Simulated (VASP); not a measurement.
# Li (Fd-3m) in VASP: notebook

Li is run at these levels: r2SCAN; tasks: single point, relaxation of cell and atoms.

Program: VASP 6.6.1. These are calculated values, not measurements. Logs are shortened: lines on timing, memory, paths and dates and some standing lists are left out, and cuts for length are marked.

## (1) The cell of the first run

It takes space group Fd-3m (No. 227, cubic). Conventional cell: a = 5.938 Å, b = 5.938 Å, c = 5.938 Å, α = 90.00°, β = 90.00°, γ = 90.00°. Within 3.4 Å of Li (site symmetry -43m) lie 4 Li at 2.57 Å.

## (2) Single point, r2SCAN

Input file POSCAR:

```
Li
1.0
    0.0000000000      2.9689105092      2.9689105092
    2.9689105092      0.0000000000      2.9689105092
    2.9689105092      2.9689105092      0.0000000000
Li
2
Direct
    0.1250000000      0.1250000000      0.1250000000
    0.8750000000      0.8750000000      0.8750000000
```

Input file INCAR.step1:

```
ALGO     = Normal         # electronic algorithm
EDIFF    = 1E-4           # SCF threshold, eV
ENCUT    = 520            # plane-wave cutoff, eV
GGA      = PE             # functional
ISMEAR   = -1             # smearing method
LASPH    = True           # aspherical terms in the spheres
LCHARG   = False          # write CHGCAR
LREAL    = False          # projectors in reciprocal space
LWAVE    = True           # write WAVECAR
NBANDS   = 10             # bands
NELM     = 100            # most SCF steps
PREC     = Accurate       # precision mode
SIGMA    = 0.1            # smearing width, eV
```

Input file INCAR.step2:

```
ALGO     = Normal         # electronic algorithm
EDIFF    = 1E-6           # SCF threshold, eV
ENCUT    = 520            # plane-wave cutoff, eV
ISIF     = 2              # what is computed and relaxed
ISMEAR   = -1             # smearing method
ISTART   = 1            
LASPH    = True           # aspherical terms in the spheres
LCHARG   = False          # write CHGCAR
LMIXTAU  = True         
LREAL    = False          # projectors in reciprocal space
LWAVE    = False          # write WAVECAR
METAGGA  = R2SCAN         # meta-GGA
NBANDS   = 10             # bands
NELM     = 100            # most SCF steps
PREC     = Accurate       # precision mode
SIGMA    = 0.1            # smearing width, eV
```

Input file KPOINTS:

```
k-points
0
Gamma
  10 10 10
```

Potentials or basis: VASP PAW PBE potentials, release 64 (Li_sv).

On the command line:

```console
cat potpaw_PBE.64/Li_sv/POTCAR > POTCAR
cp INCAR.step1 INCAR
mpirun -np 1 vasp_std > vasp.out
cp INCAR.step2 INCAR
mpirun -np 1 vasp_std > vasp.out
```

OUTCAR:

```text
EDIFF = 1E-6
   ENCUT = 520
   ISIF = 2
   ISMEAR = -1
   ISTART = 1
   LASPH = True
   LREAL = False
   METAGGA = R2SCAN
   NELM = 100
   PREC = Accurate

 ion  position               nearest neighbor table
   1  0.125  0.125  0.125-   2 2.57   2 2.57   2 2.57   2 2.57
   2  0.875  0.875  0.875-   1 2.57   1 2.57   1 2.57   1 2.57

  LATTYP: Found a face centered cubic cell.
 ALAT       =     5.9378210184

  Lattice vectors:

 A1 = (   0.0000000000,   2.9689105092,   2.9689105092)
 A2 = (   2.9689105092,   0.0000000000,   2.9689105092)
 A3 = (   2.9689105092,   2.9689105092,   0.0000000000)

Analysis of symmetry for initial positions (statically):
=====================================================================
 Subroutine PRICEL returns:
 Original cell was already a primitive cell.

 Routine SETGRP: Setting up the symmetry group for a
 face centered cubic supercell.

 Subroutine GETGRP returns: Found 48 space group operations
 (whereof 12 operations were pure point group operations)
 out of a pool of 48 trial point group operations.

The static configuration has the point symmetry D_3d.
 The point group associated with its full space group is O_h .

Analysis of symmetry for dynamics (positions and initial velocities):
=====================================================================
 Subroutine PRICEL returns:
 Original cell was already a primitive cell.

 Routine SETGRP: Setting up the symmetry group for a
 face centered cubic supercell.

 Subroutine GETGRP returns: Found 48 space group operations
 (whereof 12 operations were pure point group operations)
 out of a pool of 48 trial point group operations.

The dynamic configuration has the point symmetry D_3d.
 The point group associated with its full space group is O_h .

 Subroutine INISYM returns: Found 48 space group operations
 (whereof 12 operations are pure point group operations),
 and found     1 'primitive' translations

----------------------------------------------------------------------------------------

                                     Primitive cell

  volume of cell :      52.3385

  direct lattice vectors                    reciprocal lattice vectors
     0.000000000  2.968910509  2.968910509    -0.168411947  0.168411947  0.168411947
     2.968910509  0.000000000  2.968910509     0.168411947 -0.168411947  0.168411947
     2.968910509  2.968910509  0.000000000     0.168411947  0.168411947 -0.168411947

  length of vectors
     4.198673508  4.198673508  4.198673508     0.291698049  0.291698049  0.291698049

  position of ions in fractional coordinates (direct lattice)
     0.125000000  0.125000000  0.125000000
     0.875000000  0.875000000  0.875000000

  ion indices of the primitive-cell ions
   primitive index   ion index
                 1           1
                 2           2

----------------------------------------------------------------------------------------

 KPOINTS: k-points

Automatic generation of k-mesh.
 Grid dimensions read from file:
 generate k-points for:   10   10   10

 Generating k-lattice:

  Cartesian coordinates                     Fractional coordinates (reciprocal lattice)
    -0.016841195  0.016841195  0.016841195     0.100000000  0.000000000  0.000000000
     0.016841195 -0.016841195  0.016841195     0.000000000  0.100000000  0.000000000
     0.016841195  0.016841195 -0.016841195     0.000000000  0.000000000  0.100000000

  Length of vectors
     0.029169805  0.029169805  0.029169805

  Shift w.r.t. Gamma in fractional coordinates (k-lattice)
     0.000000000  0.000000000  0.000000000

 Subroutine IBZKPT returns following result:
 ===========================================

 Found     47 irreducible k-points:

 Following reciprocal coordinates:
            Coordinates               Weight
  0.000000  0.000000  0.000000      1.000000
  0.100000  0.000000  0.000000      8.000000
  0.200000  0.000000  0.000000      8.000000
  0.300000  0.000000  0.000000      8.000000
  0.400000  0.000000  0.000000      8.000000
  0.500000  0.000000  0.000000      4.000000
[... 16 lines left out ...]
  0.300000  0.300000  0.000000      6.000000
  0.400000  0.300000  0.000000     24.000000
 [... further k-points ...]
   k-points           NKPTS =     47   k-points in BZ     NKDIM =     47   number of bands    NBANDS=     10
   number of dos      NEDOS =    301   number of ions     NIONS =      2
   total plane-waves  NPLWV =  32768
   dimension x,y,z NGX =    32 NGY =   32 NGZ =   32
   dimension x,y,z NGXF=    64 NGYF=   64 NGZF=   64
   ions per type =               2
   NGX,Y,Z   is equivalent  to a cutoff of  12.67, 12.67, 12.67 a.u.
   NGXF,Y,Z  is equivalent  to a cutoff of  25.34, 25.34, 25.34 a.u.
 SYSTEM =  unknown system
   PREC   = accura    normal or accurate (medium, high low for compatibility)
   ISTART =      1    job   : 0-new  1-cont  2-samecut
   ICHARG =      0    charge: 1-file 2-atom 10-const
   ISPIN  =      1    spin polarized calculation?
   LNONCOLLINEAR =      F non collinear calculations
   LSORBIT =      F    spin-orbit coupling
   LASPH  =      T    aspherical Exc in radial PAW
   ENCUT  =  520.0 eV  38.22 Ry    6.18 a.u.   7.81  7.81  7.81*2*pi/ulx,y,z
   NELM   =    100;   NELMIN=  2; NELMDL=  0     # of ELM steps
   EDIFF  = 0.1E-05   stopping-criterion for ELM
   LREAL  =      F    real-space projection
   EDIFFG = 0.1E-04   stopping-criterion for IOM
   NSW    =      0    number of steps for IOM
   IBRION =     -1    ionic relax: 0-MD 1-quasi-New 2-CG
   NFREE  =      0    steps in history (QN), initial steepest desc. (CG)
   ISIF   =      2    stress and relaxation
   ISYM   =      2    0-nonsym 1-usesym 2-fastsym
   POTIM  = 0.5000    time-step for ionic-motion
   TEBEG  =    0.0;   TEEND  =   0.0 temperature during run
   PSTRESS=    0.0 pullay stress
   NELECT =       6.0000    total number of electrons
   NUPDOWN=      -1.0000    fix difference up-down
   EMIN   =  10.00;   EMAX   =-10.00  energy-range for DOS
   EFERMI =   0.00;   METHOD = LEGACY
   ISMEAR =    -1;   SIGMA  =   0.10  broadening in eV -4-tet -1-fermi 0-gaus
   EFERMI_NEDOS =   21; number of points for ismear=-14 and -15
   IALGO  =     38    algorithm
   IMIX   =      4    mixing-type and parameters
     AMIX     =   0.40;   BMIX     =  1.00
     AMIX_MAG =   1.60;   BMIX_MAG =  1.00
  volume/ion in A,a.u.               =      26.17       176.60
  Fermi-wavevector in a.u.,A,eV,Ry     =   0.795276  1.502855  8.605205  0.632465
  Thomas-Fermi vector in A             =   1.901573
   LORBIT       =      0    0 simple, 1 ext, 2 COOP (PROOUT), +10 PAW based schemes
   METAGGA = R2SCAN    functional components
   LHFCALC =     F    Hartree Fock is set to
   AEXX    =    0.0000 exact exchange contribution
   IVDW    =     0    specifies the selected vdW correction
   LEPSILON=     F    determine dielectric tensor
   LRPA    =     F    only Hartree local field effects (RPA)
 non-spin polarized calculation
  energy-cutoff  :      520.00
  volume of cell :       52.34
 maximum number of plane-waves:      1423
   NGX = 15   NGY = 15   NGZ = 15

 number of electron       6.0000022 magnetization

 Free energy of the ion-electron system (eV)
  ---------------------------------------------------
  ext. energy  EPLUGINS =         0.00000000
  ---------------------------------------------------
  free energy    TOTEN  =        -3.72402607 eV

  energy without entropy =       -3.70061839  energy(sigma->0) =       -3.71232223

 E-fermi :   0.2226     XC(G=0):  -6.8034

 val. band max:        0.1604769159   @ k =  -0.3000   0.4000   0.2000
 cond. band min:       0.3093809844   @ k =   0.5000   0.5000   0.0000
 fundamental gap:      0.1489040685
 Fermi energy:         0.2225542405

 k-point     1 :       0.0000    0.0000    0.0000
  band No.  band energies     occupation
      1     -49.3859      2.00000
      2     -49.3150      2.00000
      3      -3.4037      2.00000
      4       6.3208      0.00000
      5       6.3267      0.00000
      6       6.3267      0.00000
      7       7.3969      0.00000
      8       7.3997      0.00000
      9       7.3997      0.00000
     10      12.3419      0.00000

 k-point     2 :       0.1000    0.0000    0.0000
  band No.  band energies     occupation
      1     -49.3845      2.00000
      2     -49.3163      2.00000
      3      -3.2949      2.00000
      4       5.1480      0.00000
      5       5.9469      0.00000
      6       5.9517      0.00000
      7       7.8742      0.00000
      8       7.8772      0.00000
      9       8.3819      0.00000
     10      11.4532      0.00000

 k-point     3 :       0.2000    0.0000    0.0000
  band No.  band energies     occupation
      1     -49.3808      2.00000
      2     -49.3199      2.00000
      3      -2.9700      2.00000
      4       3.5520      0.00000
      5       5.4525      0.00000
      6       5.4572      0.00000
      7       8.3819      0.00000
      8       8.3847      0.00000
      9       9.4107      0.00000
     10      10.5950      0.00000

 k-point     4 :       0.3000    0.0000    0.0000
  band No.  band energies     occupation
      1     -49.3755      2.00000
      2     -49.3251      2.00000
      3      -2.4355      2.00000
      4       2.0348      0.00000
      5       5.1038      0.00000
      6       5.1087      0.00000
      7       8.1801      0.00000
      8       8.1819      0.00000
      9       9.9790      0.00000
     10      10.1256      0.00000

 k-point     5 :       0.4000    0.0000    0.0000
  band No.  band energies     occupation
      1     -49.3703      2.00000
      2     -49.3303      2.00000
      3      -1.7204      2.00000
      4       0.7078      0.01550
      5       4.9117      0.00000
      6       4.9167      0.00000
      7       7.7911      0.00000
      8       7.7924      0.00000
      9       9.6620      0.00000
     10      10.4991      0.00000

 k-point     6 :       0.5000    0.0000    0.0000
  band No.  band energies     occupation
      1     -49.3680      2.00000
      2     -49.3325      2.00000
      3      -1.1407      2.00000
      4      -0.0788      1.90633
      5       4.8530      0.00000
      6       4.8581      0.00000
      7       7.6329      0.00000
      8       7.6340      0.00000
      9       9.5522      0.00000
     10      10.6333      0.00000
[... 183 lines left out ...]
 k-point    21 :      -0.3000    0.2000    0.0000
  band No.  band energies     occupation
      1     -49.3679      2.00000
      2     -49.3326      2.00000
      3      -1.5809      2.00000
      4       1.4661      0.00001
      5       2.7829      0.00000
      6       4.5833      0.00000
      7       7.4269      0.00000
      8       9.1767      0.00000
      9      10.8800      0.00000
     10      11.1399      0.00000

 k-point    22 :      -0.2000    0.2000    0.0000
  band No.  band energies     occupation
      1     -49.3734      2.00000
      2     -49.3271      2.00000
      3      -2.2495      2.00000
      4       2.8038      0.00000
      5       2.8583      0.00000
      6       5.2368      0.00000
      7       8.0516      0.00000
      8       8.8089      0.00000
      9      10.1022      0.00000
     10      10.3514      0.00000

 k-point    23 :       0.3000    0.3000    0.0000
  band No.  band energies     occupation
      1     -49.3710      2.00000
      2     -49.3295      2.00000
      3      -2.0831      2.00000
      4       3.3455      0.00000
      5       3.3486      0.00000
      6       3.7698      0.00000
      7       6.6197      0.00000
      8       6.6673      0.00000
      9      11.9843      0.00000
     10      11.9868      0.00000

 k-point    24 :       0.4000    0.3000    0.0000
  band No.  band energies     occupation
      1     -49.3659      2.00000
      2     -49.3345      2.00000
      3      -1.5334      2.00000
      4       2.5479      0.00000
      5       2.9128      0.00000
      6       3.1273      0.00000
      7       6.4739      0.00000
      8       7.0982      0.00000
      9      12.1276      0.00000
     10      12.7243      0.00000

 [... further k-points ...]

------------------------ aborting loop because EDIFF is reached ----------------------------------------

  FORCE on cell =-STRESS in cart. coord.  units (eV):
  Direction    XX          YY          ZZ          XY          YZ          ZX
  --------------------------------------------------------------------------------------
  -------------------------------------------------------------------------------------
  Total       -0.0546706     -0.0546706     -0.0546706      0.0000000     -0.0000000     -0.0000000
  in kB       -1.6735655     -1.6735655     -1.6735655      0.0000000     -0.0000000     -0.0000000
  external PRESSURE =      -1.6735655 kB  Pullay stress =       0.0000000 kB

 VOLUME and BASIS-vectors are now :
 -----------------------------------------------------------------------------
  energy-cutoff  :      520.00
  volume of cell :       52.34
      direct lattice vectors                 reciprocal lattice vectors
     0.000000000  2.968910509  2.968910509    -0.168411947  0.168411947  0.168411947
     2.968910509  0.000000000  2.968910509     0.168411947 -0.168411947  0.168411947
     2.968910509  2.968910509  0.000000000     0.168411947  0.168411947 -0.168411947

 POSITION                                       TOTAL-FORCE (eV/Angst)
 -----------------------------------------------------------------------------------
      0.74223      0.74223      0.74223        -0.000000      0.000000     -0.000000
      5.19559      5.19559      5.19559         0.000000     -0.000000      0.000000
 -----------------------------------------------------------------------------------
    total drift:                                0.000000      0.000000      0.000000

  FREE ENERGIE OF THE ION-ELECTRON SYSTEM (eV)
  ---------------------------------------------------
  free  energy   TOTEN  =        -3.7240260661 eV

  energy  without entropy=       -3.7006183889  energy(sigma->0) =       -3.71232223
```

It took 62 s on 1 thread of Intel Xeon 6975P-C (Granite Rapids), shared host; peak memory 0.17 GiB.

What came out:

* Free energy: -3.7240 eV
* Band gap on the k mesh: zero (band 3 reaches 0.73 eV, above the bottom of band 4 at -0.08 eV)

Levels at points of the mesh, in eV from the Fermi level:
| k point | band 1 | band 2 | band 3 | band 4 | band 5 | band 6 |
| --- | --- | --- | --- | --- | --- | --- |
| (0.00, 0.00, 0.00) | -49.61 | -49.54 | -3.63 | 6.10 | 6.10 | 6.10 |
| (0.50, 0.00, 0.00) | -49.59 | -49.56 | -1.36 | -0.30 | 4.63 | 4.64 |
| (0.50, 0.50, 0.00) | -49.57 | -49.57 | 0.09 | 0.09 | 2.44 | 2.44 |

Caveat: the cutoff is under 1.25 times the usual one of these potentials, so pressure, stress and relaxed cells hold a basis-set (Pulay) error; the PAW data sets were made with another functional, which shifts forces and pressure a little.

## (3) Single point, r2SCAN (volume scaled by 1.04)

Input file POSCAR:

```
Li
1.0
    0.0000000000      3.0079796015      3.0079796015
    3.0079796015      0.0000000000      3.0079796015
    3.0079796015      3.0079796015      0.0000000000
Li
2
Direct
    0.1250000000      0.1250000000      0.1250000000
    0.8750000000      0.8750000000      0.8750000000
```

Input file INCAR.step1:

```
  ALGO = Normal
  EDIFF = 1E-4
  ENCUT = 520
  GGA = PE
  ISMEAR = -1
  LASPH = True
  LCHARG = False
  LREAL = False
  LWAVE = True
  NBANDS = 10
  NELM = 100
  PREC = Accurate
  SIGMA = 0.1
```

Input file INCAR.step2:

```
  ALGO = Normal
  EDIFF = 1E-6
  ENCUT = 520
  ISIF = 2
  ISMEAR = -1
  ISTART = 1
  LASPH = True
  LCHARG = False
  LMIXTAU = True
  LREAL = False
  LWAVE = False
  METAGGA = R2SCAN
  NBANDS = 10
  NELM = 100
  PREC = Accurate
  SIGMA = 0.1
```

KPOINTS is that of step 2.

Potentials or basis: VASP PAW PBE potentials, release 64 (Li_sv).

On the command line:

```console
cat potpaw_PBE.64/Li_sv/POTCAR > POTCAR
cp INCAR.step1 INCAR
mpirun -np 1 vasp_std > vasp.out
cp INCAR.step2 INCAR
mpirun -np 1 vasp_std > vasp.out
```

Wall time 86 s (1 thread of Intel Xeon 6975P-C (Granite Rapids), shared host); peak memory 0.17 GiB.

The run converged. Its results:

| Item | Value |
| --- | --- |
| Free energy | -3.7196 eV |
| Band gap on the k mesh | zero (band 3 reaches 0.63 eV, above the bottom of band 4 at -0.21 eV) |

Levels at points of the mesh, in eV from the Fermi level:
| k point | band 1 | band 2 | band 3 | band 4 | band 5 | band 6 | band 7 | band 8 |
| --- | --- | --- | --- | --- | --- | --- | --- | --- |
| (0.00, 0.00, 0.00) | -49.59 | -49.53 | -3.56 | 5.98 | 5.98 | 5.98 | 7.04 | 7.04 |
| (0.50, 0.00, 0.00) | -49.58 | -49.54 | -1.30 | -0.33 | 4.54 | 4.54 | 7.28 | 7.28 |
| (0.50, 0.50, 0.00) | -49.56 | -49.56 | 0.09 | 0.09 | 2.41 | 2.41 | 5.86 | 5.86 |

Caveat: the cutoff is under 1.25 times the usual one of these potentials, so pressure, stress and relaxed cells hold a basis-set (Pulay) error; the PAW data sets were made with another functional, which shifts forces and pressure a little.

## (4) Single point, r2SCAN (volume scaled by 1.08)

Input file POSCAR:

```
Li
1.0
    0.0000000000      3.0460593352      3.0460593352
    3.0460593352      0.0000000000      3.0460593352
    3.0460593352      3.0460593352      0.0000000000
Li
2
Direct
    0.1250000000      0.1250000000      0.1250000000
    0.8750000000      0.8750000000      0.8750000000
```

Input file INCAR.step1:

```
SYSTEM = Li
  PREC = Accurate
  ENCUT = 520
  ISMEAR = -1
  SIGMA = 0.1
  LREAL = .FALSE.
  LASPH = .TRUE.
  NELM = 80
  NBANDS = 10
  GGA = PE
  ALGO = Normal
  EDIFF = 1E-4
  LWAVE = .TRUE.
  LCHARG = .FALSE.
```

Input file INCAR.step2:

```
SYSTEM = Li
  PREC = Accurate
  ENCUT = 520
  EDIFF = 1E-6
  ISMEAR = -1
  SIGMA = 0.1
  LREAL = .FALSE.
  LASPH = .TRUE.
  NELM = 80
  ALGO = Normal
  ISIF = 2
  LWAVE = .FALSE.
  LCHARG = .FALSE.
  METAGGA = R2SCAN
  LMIXTAU = .TRUE.
  NBANDS = 10
  ISTART = 1
```

Input file KPOINTS:

```
Automatic mesh
0
G
  10 10 10
  0 0 0
```

On the command line:

```console
cat potpaw_PBE.64/Li_sv/POTCAR > POTCAR
cp INCAR.step1 INCAR
mpirun -np 1 vasp_std > vasp.out
cp INCAR.step2 INCAR
mpirun -np 1 vasp_std > vasp.out
```

Run time: 94 s. Hardware: 1 thread of Intel Xeon 6975P-C (Granite Rapids), shared host; peak memory 0.17 GiB.

Results (log left out):

| Property | Result |
| --- | --- |
| Free energy | -3.7128 eV |
| Band gap on the k mesh | zero (band 3 reaches 0.53 eV, above the bottom of band 4 at -0.36 eV) |

Levels at points of the mesh, in eV from the Fermi level:
| k point | band 1 | band 2 | band 3 | band 4 | band 5 | band 6 |
| --- | --- | --- | --- | --- | --- | --- |
| (0.00, 0.00, 0.00) | -49.56 | -49.50 | -3.49 | 5.85 | 5.85 | 5.85 |
| (0.50, 0.00, 0.00) | -49.54 | -49.52 | -1.24 | -0.36 | 4.45 | 4.45 |
| (0.50, 0.50, 0.00) | -49.53 | -49.53 | 0.09 | 0.09 | 2.39 | 2.39 |

Caveat: the cutoff is under 1.25 times the usual one of these potentials, so pressure, stress and relaxed cells hold a basis-set (Pulay) error; the PAW data sets were made with another functional, which shifts forces and pressure a little.

[end of part 1 of 2]
